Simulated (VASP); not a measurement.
Ca, 1 atom in the cell. It takes space group I4/mmm (No. 139, tetragonal). Conventional cell: a = 4.268 Å, b = 4.268 Å, c = 5.812 Å, α = 90.00°, β = 90.00°, γ = 90.00°. Within 5.5 Å of Ca (site symmetry 4/mmm) lie 12 Ca at 4.19 to 4.27 Å.  This cell differs from its parent crystal: strain +0.080 along x and y, +0.040 along z.

| Property | Result |
| --- | --- |
| Program | VASP 6.6.1 |
| Task | single point |
| Functional | PBEsol |
| Potentials or basis | VASP PAW PBE potentials, release 64 (Ca_sv) |
| Cutoff | 520 eV |
| k mesh | 14 × 14 × 14 |
| Occupations | gaussian, width 0.15 eV |
| Spin | no spin polarisation |
| Dipole correction | no |
| Further INCAR settings | ALGO = Fast; EDIFF = 1e-07; NBANDS = 11 |

Potentials or basis: VASP PAW PBE potentials, release 64 (Ca_sv).

The run is started by

```console
$ cat potpaw_PBE.64/Ca_sv/POTCAR > POTCAR
$ mpirun -np 1 vasp_std > vasp.out
```

Hardware: 1 thread of Intel(R) Xeon(R) 6975P-C (Granite Rapids), on a shared host.

Task: How long does it take, and how much memory?

Result: Run time: 49 s on 1 thread of Intel(R) Xeon(R) 6975P-C (Granite Rapids), with other jobs on the host, peak memory 0.28 GiB. Counts: scf iterations 16, k points 244.
